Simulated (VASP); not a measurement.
# AgCl in VASP: a series of runs, part 2 of 2

VASP 6.6.1.

## 3. Single point, PBE, collinear spin

The input, INCAR:

```
SYSTEM = AgCl
PREC = Accurate
ENCUT = 520
EDIFF = 1E-7
ISMEAR = 0
SIGMA = 0.05
LREAL = .False.
LASPH = .True.
NELM = 150
ALGO = Normal
ISIF = 2
LWAVE = .False.
LCHARG = .True.
ISPIN = 2
MAGMOM = 0.5 0.5
LORBIT = 11
LMAXMIX = 4
GGA = PE
LELF = .True.
LVHAR = .True.
NBANDS = 20
```

The input, KPOINTS:

```
Automatic mesh
0
Gamma
  1 1 13
  0 0 0
```

The input, POSCAR:

```
AgCl
1.0
    9.0000000000      0.0000000000      0.0000000000
    0.0000000000      9.3000000000      0.0000000000
    0.0000000000      0.0000000000      4.7126947942
Ag Cl
1 1
Direct
    0.5000000000      0.5000000000     -0.0174992061
    0.5000000000      0.5000000000      0.4824992061
```

Potentials or basis: VASP PAW PBE potentials, release 64 (Ag, Cl).

The run is started by

```console
$ cat potpaw_PBE.64/Ag/POTCAR potpaw_PBE.64/Cl/POTCAR > POTCAR
$ mpirun -np 1 vasp_std > vasp.out
```

OUTCAR:

```text
SYSTEM = AgCl
   PREC = Accurate
   ENCUT = 520
   EDIFF = 1E-7
   ISMEAR = 0
   LREAL = .False.
   LASPH = .True.
   NELM = 150
   ISIF = 2
   ISPIN = 2
   LORBIT = 11
   GGA = PE

 ion  position               nearest neighbor table
   1  0.500  0.500  0.983-   2 2.36   2 2.36
   2  0.500  0.500  0.482-   1 2.36   1 2.36

  LATTYP: Found a simple orthorhombic cell.
 ALAT       =     4.7126947942
 B/A-ratio  =     1.9097353835
 C/A-ratio  =     1.9733932296

  Lattice vectors:

 A1 = (   0.0000000000,   0.0000000000,   4.7126947942)
 A2 = (   9.0000000000,   0.0000000000,   0.0000000000)
 A3 = (   0.0000000000,   9.3000000000,   0.0000000000)

Analysis of symmetry for initial positions (statically):
=====================================================================
 Subroutine PRICEL returns:
 Original cell was already a primitive cell.

 Routine SETGRP: Setting up the symmetry group for a
 simple orthorhombic supercell.

 Subroutine GETGRP returns: Found  8 space group operations
 (whereof  4 operations were pure point group operations)
 out of a pool of  8 trial point group operations.

The static configuration has the point symmetry C_2v.
 The point group associated with its full space group is D_2h.

Analysis of symmetry for dynamics (positions and initial velocities):
=====================================================================
 Subroutine PRICEL returns:
 Original cell was already a primitive cell.

 Routine SETGRP: Setting up the symmetry group for a
 simple orthorhombic supercell.

 Subroutine GETGRP returns: Found  8 space group operations
 (whereof  4 operations were pure point group operations)
 out of a pool of  8 trial point group operations.

The dynamic configuration has the point symmetry C_2v.
 The point group associated with its full space group is D_2h.
[... 136 lines left out ...]

 number of electron      17.9999999 magnetization       0.0000012

 Free energy of the ion-electron system (eV)
  ---------------------------------------------------
  ext. energy  EPLUGINS =         0.00000000
  ---------------------------------------------------
  free energy    TOTEN  =        -5.01875880 eV

  energy without entropy =       -5.01875880  energy(sigma->0) =       -5.01875880

 E-fermi :  -5.2718     XC(G=0):  -2.0477

 val. band max:       -5.5223119789   @ k =   0.0000   0.0000   0.4615
 cond. band min:      -2.5621017298   @ k =   0.0000   0.0000   0.0000
 fundamental gap:      2.9602102491
 Fermi energy:        -5.2717994643

 spin component 1

 k-point     1 :       0.0000    0.0000    0.0000
  band No.  band energies     occupation
      1     -19.1770      1.00000
      2      -8.0537      1.00000
      3      -7.4842      1.00000
      4      -7.4842      1.00000
      5      -7.2368      1.00000
      6      -7.2304      1.00000
[... 137 lines left out ...]
      6      -7.2231      1.00000
[... 12 lines left out ...]
     19       3.9926      0.00000
     20       4.0767      0.00000
 Fermi energy:        -5.2717994643

 spin component 2

 k-point     1 :       0.0000    0.0000    0.0000
  band No.  band energies     occupation
      1     -19.1770      1.00000
      2      -8.0537      1.00000
      3      -7.4842      1.00000
      4      -7.4842      1.00000
      5      -7.2368      1.00000
      6      -7.2304      1.00000
[... 150 lines left out ...]
     19       3.9737      0.00000
     20       4.0764      0.00000

------------------------ aborting loop because EDIFF is reached ----------------------------------------

  FORCE on cell =-STRESS in cart. coord.  units (eV):
  Direction    XX          YY          ZZ          XY          YZ          ZX
  --------------------------------------------------------------------------------------
  -------------------------------------------------------------------------------------
  Total       -0.0184828     -0.0192440     -0.0898775      0.0000000      0.0000000      0.0000000
  in kB       -0.0750728     -0.0781649     -0.3650622      0.0000000      0.0000000      0.0000000
  external PRESSURE =      -0.1727666 kB  Pullay stress =       0.0000000 kB

 VOLUME and BASIS-vectors are now :
 -----------------------------------------------------------------------------
  energy-cutoff  :      520.00
  volume of cell :      394.45
      direct lattice vectors                 reciprocal lattice vectors
     9.000000000  0.000000000  0.000000000     0.111111111  0.000000000  0.000000000
     0.000000000  9.300000000  0.000000000     0.000000000  0.107526882  0.000000000
     0.000000000  0.000000000  4.712694794     0.000000000  0.000000000  0.212192820

 POSITION                                       TOTAL-FORCE (eV/Angst)
 -----------------------------------------------------------------------------------
      4.50000      4.65000      4.63023         0.000000      0.000000      0.000000
      4.50000      4.65000      2.27387         0.000000      0.000000     -0.000000
 -----------------------------------------------------------------------------------
    total drift:                                0.000000      0.000000      0.005106

  FREE ENERGIE OF THE ION-ELECTRON SYSTEM (eV)
  ---------------------------------------------------
  free  energy   TOTEN  =        -5.0187587989 eV

  energy  without entropy=       -5.0187587989  energy(sigma->0) =       -5.01875880

 total charge

# of ion       s       p       d       tot
------------------------------------------
    1        0.291   0.162   9.316   9.769
    2        1.580   3.530   0.000   5.110
--------------------------------------------------
tot          1.871   3.692   9.316  14.879

 magnetization (x)

# of ion       s       p       d       tot
------------------------------------------
    1        0.000   0.000  -0.000  -0.000
    2       -0.000  -0.000   0.000  -0.000
--------------------------------------------------
tot          0.000  -0.000  -0.000  -0.000
```

OSZICAR:

```text
N       E                     dE             d eps       ncg     rms          rms(c)
DAV:   1     0.126804517606E+03    0.12680E+03   -0.49947E+03   560   0.588E+02
DAV:   2     0.113686913726E+02   -0.11544E+03   -0.10207E+03   776   0.120E+02
[... 17 lines left out ...]
DAV:  20    -0.501875399326E+01   -0.67614E-05   -0.23756E-07   588   0.220E-03    0.562E-04
DAV:  21    -0.501875755713E+01   -0.35639E-05   -0.17951E-07   548   0.146E-03    0.232E-04
DAV:  22    -0.501875831251E+01   -0.75537E-06   -0.42125E-08   520   0.627E-04    0.157E-04
DAV:  23    -0.501875865679E+01   -0.34429E-06   -0.10210E-08   488   0.333E-04    0.822E-05
DAV:  24    -0.501875881837E+01   -0.16158E-06   -0.13805E-08   472   0.285E-04    0.437E-05
DAV:  25    -0.501875879891E+01    0.19453E-07   -0.16938E-09   504   0.106E-04
   1 F= -.50187588E+01 E0= -.50187588E+01  d E =-.107891E-12  mag=     0.0000
```

Wall time 5.7 min (1 thread of Intel Xeon Platinum 8259CL at 2.50GHz (Skylake/Cascade Lake), shared host); peak memory 0.59 GiB.

Results:

- Free energy: -5.0188 eV
- Band gap on the k mesh: 2.96 eV (least direct gap 4.30 eV)
- Net moment: 0.00 μB per cell
- Valence electrons inside the program's atomic spheres: Ag 9.77; Cl 5.11

## 4. Single point, PBE, collinear spin

This run uses another cell than the first one.

The input, INCAR:

```
PREC = Accurate
ENCUT = 520
EDIFF = 1E-6
ISMEAR = 0
SIGMA = 0.05
LREAL = F
LASPH = T
NELM = 150
ALGO = Normal
ISIF = 2
LWAVE = F
LCHARG = F
ISPIN = 2
MAGMOM = 0.5 0.5
LORBIT = 11
LMAXMIX = 4
GGA = PE
NBANDS = 20
```

The input, KPOINTS:

```
regular mesh
0
Gamma
  1 1 13
```

The input, POSCAR:

```
AgCl
1.0
    9.0000000000      0.0000000000      0.0000000000
    0.0000000000      9.3000000000      0.0000000000
    0.0000000000      0.0000000000      5.0496155184
Ag Cl
1 1
Direct
    0.5000000000      0.5000000000      0.0000000000
    0.5000000000      0.5000000000      0.5000000000
```

The run is started by

```console
$ cat potpaw_PBE.64/Ag/POTCAR potpaw_PBE.64/Cl/POTCAR > POTCAR
$ mpirun -np 1 vasp_std > vasp.out
```

Wall time 6.4 min (1 thread of Intel Xeon Platinum 8259CL at 2.50GHz (Skylake/Cascade Lake), shared host); peak memory 0.63 GiB.

It converged, with:

```yaml
Free_energy: -4.8607 eV
Band_gap_on_the_k_mesh: 2.69 eV (least direct gap 3.48 eV)
Net_moment: 0.00 μB per cell
Valence_electrons_inside_the_program's_atomic_spheres: Ag 9.66; Cl 5.08
```

Levels at points of the mesh, in eV from the valence-band top:
Spin up:
| k point | band 7 | band 8 | band 9 | band 10 | band 11 | band 12 |
| --- | --- | --- | --- | --- | --- | --- |
| (0.00, 0.00, 0.00) | -1.54 | -0.79 | -0.79 | 2.69 | 6.38 | 6.43 |
Spin down:
```tsv
k point	band 5	band 6	band 7	band 8	band 9	band 10	band 11	band 12	band 13	band 14
(0.00, 0.00, 0.00)	-1.58	-1.58	-1.54	-0.79	-0.79	2.69	6.39	6.43	6.48	7.40
```

## 5. The runs side by side

```tsv
cell	gap on the mesh (eV)	moment (μB)
a = 9.000, b = 9.300, c = 4.714 Å, 2 atoms	2.96	0.00
a = 9.000, b = 9.300, c = 4.713 Å, 2 atoms	2.96	0.00
a = 9.000, b = 9.300, c = 5.050 Å, 2 atoms	2.69	0.00
```

Alike in all rows: task single point; level PBE; potentials or basis VASP PAW PBE potentials, release 64 (Ag, Cl); spin collinear; k mesh 1 × 1 × 13; cutoff (eV) 520; smearing gaussian 0.05 eV.

Absolute energies hang on the potentials; compare differences alone.
